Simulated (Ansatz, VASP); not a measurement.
## One calculation of AgBr, two programs

```
Ag Br
1.0
     0.00000    2.89901    2.89901
     2.89901    0.00000    2.89901
     2.89901    2.89901    0.00000
Ag Br
1 1
Cartesian
  0.0000 0.0000 0.0000
  2.8990 2.8990 2.8990
```

Alike in both runs: task single point; functional PBE; k mesh 10 × 10 × 10; no spin polarisation.

|  | VASP | Ansatz |
| --- | --- | --- |
| version | VASP 6.6.1 | Ansatz 0.2.0 |
| potentials or method | VASP PAW PBE potentials, release 64 (Ag, Br), cutoff 500 eV | PAW plane waves |
| occupations | fermi-dirac, width 0.1 eV | fermi-dirac |
| valence electrons in the cell | 18 | 26 |

|  | VASP | Ansatz | Ansatz less VASP |
| --- | --- | --- | --- |
| pressure (GPa) | 0.9 | 0.9 | +0.04 |

VASP's potentials hold 18 valence electrons a cell and Ansatz's 26, so a difference there can come from the potentials and not from the codes.
